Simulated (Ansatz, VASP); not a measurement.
**One calculation of BN, two programs**

```
CELL_PARAMETERS angstrom
2.44139 0.00000 0.00000
-1.22070 2.11431 0.00000
0.00000 0.00000 6.66120
ATOMIC_POSITIONS crystal
B 0.33333 0.66667 0.25000
B 0.66667 0.33333 0.75000
N 0.33333 0.66667 0.75000
N 0.66667 0.33333 0.25000
```

Change from the starting cell: strain -0.025 along x and y, +0.000 along z, atoms carried along.

Alike in both runs: task single point; functional r2SCAN; k mesh 12 × 12 × 4; occupations gaussian, width 0.05 eV; no spin polarisation.

```csv
,VASP,Ansatz
version,VASP 6.6.1,Ansatz 0.2.0
potentials or method,"VASP PAW PBE potentials, release 64 (B, N), cutoff 520 eV","scalar-relativistic, plane waves, PAW"
valence electrons in the cell,16,16
```

|  | VASP | Ansatz | Ansatz less VASP |
| --- | --- | --- | --- |
| gap on the k mesh at the Fermi level (eV) | 5.01 | 4.96 | -0.043 |
| least direct gap on the mesh (eV) | 5.53 | 5.49 | -0.038 |
| pressure (GPa) | 20.5 | 20.0 | -0.43 |
| traceless stress, the component that is largest in VASP (GPa) | -19.87 | -19.12 | +0.753 |

VASP's potentials were made for PBE, not for r2SCAN.
